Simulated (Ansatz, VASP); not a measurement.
# SnTe in VASP and in Ansatz

```
CELL_PARAMETERS angstrom
0.00000 3.61115 3.61115
3.61115 0.00000 3.61115
3.61115 3.61115 0.00000
ATOMIC_POSITIONS crystal
Sn 0.00000 0.00000 0.00000
Te 0.75000 0.75000 0.75000
```

Alike in both runs: task single point; functional PBE; k mesh 4 × 4 × 4; occupations gaussian, width 0.1 eV; no spin polarisation.

```csv
,VASP,Ansatz
version,VASP 6.6.1,Ansatz 0.2.0
potentials or method,"VASP PAW PBE potentials, release 64 (Sn_d, Te), cutoff 500 eV","scalar-relativistic, plane waves, PAW"
valence electrons in the cell,20,30
```

```csv
,VASP,Ansatz,Ansatz less VASP
gap on the k mesh at the Fermi level (eV),0.10,0.10,+0.002
least direct gap on the mesh (eV),0.80,0.80,+0.001
pressure (GPa),-0.3,-0.3,+0.02
```

The functional is the same, so the differences come from potentials, cutoffs and numerics. VASP's potentials hold 20 valence electrons a cell and Ansatz's 30, so a difference there can come from the potentials and not from the codes.

Spin-orbit coupling is off throughout.
